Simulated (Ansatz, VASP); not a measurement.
# Bi2Pd3Br in VASP and in Ansatz

```
Bi Pd Br
1.0
     3.72855    0.00000    0.00000
     0.00000    3.72855    0.00000
     0.00000    0.00000   10.60531
Bi Pd Br
2 3 1
Direct
  0.50000 0.50000 0.65759
  0.50000 0.50000 0.34241
  0.00000 0.00000 0.50000
  0.00000 0.00000 0.23528
  0.00000 0.00000 0.76472
  0.00000 0.00000 0.00000
```

Alike in both runs: functional PBE; k mesh 4 × 4 × 2; occupations gaussian, width 0.2 eV; no spin polarisation.

Ansatz relaxed the structure, and its values are those at the end. VASP's run is a single point on that final structure, the one shown.

|  | VASP | Ansatz |
| --- | --- | --- |
| version | VASP 6.6.1 | Ansatz 0.2.0 |
| potentials or method | VASP PAW PBE potentials, release 64 (Bi_d, Pd, Br), cutoff 520 eV | scalar-relativistic, plane waves, PAW |
| valence electrons in the cell | 67 | 91 |

Ansatz gave:

```
gap on the k mesh at the Fermi level (eV) : none
pressure (GPa)                            : -0.1
rms of the force components (eV/Å)        : 0.007
```

Question: Which values does VASP return?

Answer: gap on the k mesh at the Fermi level (eV): none; pressure (GPa): -0.1; rms of the force components (eV/Å): 0.008.

A gap of «none» marks a metal or a gap that the smearing closes. VASP's potentials hold 67 valence electrons a cell and Ansatz's 91, so a difference there can come from the potentials and not from the codes.

The k mesh is coarse, so the values compare programs but aren't converged. Neither program's run includes spin-orbit coupling.
